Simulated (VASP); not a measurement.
Wanted: the native input for a VASP 6.6.1 run.

```
Task                   : single point
Functional             : LDA
Potentials or basis    : VASP PAW LDA potentials, release 64 (Si)
Cutoff                 : 520 eV
k mesh                 : 15 × 15 × 8
Occupations            : fermi-dirac, width 0.1 eV
Spin                   : no spin polarisation
Dipole correction      : no
Further INCAR settings : ALGO = Normal; EDIFF = 1e-06; NBANDS = 11
```

The structure of Si lies in POSCAR:

```
Si
1.0
    2.6296187756      0.0000000000      0.0000000000
   -1.3148093878      2.2773166620      0.0000000000
    0.0000000000      0.0000000000      4.4356630283
Si
2
Direct
    0.3333333333      0.6666666667      0.2500000000
    0.6666666667      0.3333333333      0.7500000000
```

This cell differs from its parent crystal: volume scaled by 0.96.

These files were run (other wordings do the same):

INCAR

```
SYSTEM = Si
PREC = Accurate
ENCUT = 520
EDIFF = 1E-6
ISMEAR = -1
SIGMA = 0.1
LREAL = .False.
LASPH = .True.
NELM = 100
ALGO = Normal
ISIF = 2
LWAVE = .False.
LCHARG = .True.
LELF = .True.
LVHAR = .True.
NBANDS = 11
```

KPOINTS

```
regular mesh
0
Gamma
  15 15 8
  0 0 0
```

Potentials or basis: VASP PAW LDA potentials, release 64 (Si).

The run is started by

```console
$ cat potpaw_LDA.64/Si/POTCAR > POTCAR
$ mpirun -np 1 vasp_std > vasp.out
```

Results of the run:

The pressure is 3.9 GPa and the band gap on the k mesh is zero (band 4 reaches 20.59 eV, above the bottom of band 5 at 7.41 eV).

Run time: 15 s on 1 thread of AMD EPYC 9R45 96-Core Processor (Zen 5), on a shared host, peak memory 0.11 GiB.
